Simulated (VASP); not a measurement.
Input of a VASP 6.6.1 run:

Contents of POSCAR:

```
NaH
1.0
    0.0000000000      2.5969210594      2.5969210594
    2.5969210594      0.0000000000      2.5969210594
    2.5969210594      2.5969210594      0.0000000000
Na H
1 1
Direct
    0.0000000000      0.0000000000      0.0000000000
    0.2500000000      0.2500000000      0.2500000000
```

The input INCAR.step1:

```
SYSTEM = NaH
ALGO = Normal
EDIFF = 1E-5
ENCUT = 520
GGA = PE
ISIF = 2
ISMEAR = 0
LASPH = .True.
LREAL = .False.
LWAVE = .True.
NBANDS = 11
NELM = 80
PREC = Accurate
SIGMA = 0.01
```

Contents of INCAR.step2:

```
SYSTEM = NaH
ALGO = Normal
EDIFF = 1E-6
ENCUT = 520
GGA = PE
HFSCREEN = 0.2079
ISIF = 2
ISMEAR = 0
ISTART = 1
LASPH = .True.
LCHARG = .True.
LELF = .True.
LHFCALC = .True.
LREAL = .False.
LVHAR = .True.
LWAVE = .False.
NBANDS = 11
NELM = 80
PREC = Accurate
PRECFOCK = Normal
SIGMA = 0.01
```

KPOINTS

```
k-points
0
Gamma
  6 6 6
  0 0 0
```

Potentials or basis: VASP PAW PBE potentials, release 64 (Na_pv, H).

Launch:

```bash
$ cat potpaw_PBE.64/Na_pv/POTCAR potpaw_PBE.64/H/POTCAR > POTCAR
$ cp INCAR.step1 INCAR
$ mpirun -np 1 vasp_std > vasp.out
$ cp INCAR.step2 INCAR
$ mpirun -np 1 vasp_std > vasp.out
```

(1) What does it give for the band gap on the k mesh?

(2) Predict the pressure.

Results:

(1) 4.63 eV, indirect (least direct gap 5.37 eV).

(2) 0.1 GPa.

Caveat: the PAW data sets were made with another functional, which shifts forces and pressure a little.
